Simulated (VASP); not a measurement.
# In9P8 (a cell with a defect): single point with PBE

System: In9P8 (a cell with a defect).

```xyz
17
Lattice="0.0000 5.9598 -5.9598 -5.9598 0.0000 -5.9598 -5.9598 5.9598 0.0000" Properties=species:S:1:pos:R:3 pbc="T T T"
In   -3.0468    5.9533   -3.0466
In   -8.9348    3.0174   -5.9617
In   -5.8934    5.9681   -5.8933
In   -6.1810    2.8120   -2.7586
In   -0.0019    3.0175   -2.9751
In   -5.9815    0.0014   -5.9815
In   -2.7583    2.8120   -6.1815
In   -2.9581    0.0014   -2.9582
In   -4.4746    4.0888   -4.4751
P    -1.4547    4.4211   -4.5300
P    -1.4888    1.5211   -1.4889
P    -4.4100    4.4253   -7.4826
P    -4.4696    1.3949   -4.4699
P    -4.4670    7.5514   -4.4670
P    -4.5300    4.4210   -1.4548
P    -7.4520    7.1008   -7.4524
P    -7.4826    4.4252   -4.4101
```

```
Program             : VASP 6.6.1
Task                : single point
Functional          : PBE
Potentials or basis : VASP PAW PBE potentials, release 64 (In_d, P)
Cutoff              : 520 eV
k mesh              : 3 × 3 × 3
Occupations         : gaussian, width 0.02 eV
Spin                : no spin polarisation
```

The pressure is 5.5 GPa, the largest force is 0.027 eV/Å and the band gap on the k mesh is zero (an odd number of electrons rules out a gap without spin polarisation).

Forces on the atoms (eV/Å):
```
In  -0.002  0.000 -0.003
In  -0.010 -0.007  0.007
In  -0.003  0.003 -0.003
In  -0.001 -0.021  0.006
In   0.007 -0.008 -0.010
In   0.002 -0.006  0.003
In   0.008 -0.018 -0.003
In   0.006  0.009  0.007
In   0.003  0.026  0.003
P    0.006  0.001 -0.004
P   -0.008  0.006 -0.007
P   -0.003  0.001 -0.001
P   -0.002 -0.007 -0.002
P    0.002 -0.001  0.002
P   -0.004  0.001  0.006
P    0.001  0.018  0.001
P   -0.001  0.001 -0.003
```

Stress tensor (GPa, compression positive):
```
 5.61 -0.01 -0.22
-0.01  5.35 -0.01
-0.22 -0.01  5.61
```

Levels at points of the mesh, in eV from the Fermi level:
```csv
k point,band 75,band 76,band 77,band 78,band 79,band 80,band 81,band 82
"(0.00, 0.00, 0.00)",-2.11,-1.48,-1.46,-1.39,-0.84,-0.38,-0.37,-0.36
```

Wall time 11 min on 1 thread of Intel(R) Xeon(R) 6975P-C (Granite Rapids) (shared host), peak memory 0.71 GiB.

Caveat: spin-orbit coupling is left out, which moves the levels of the heavy elements; an odd number of electrons without spin polarisation forces a metal; a magnetic or distorted state may lie lower.
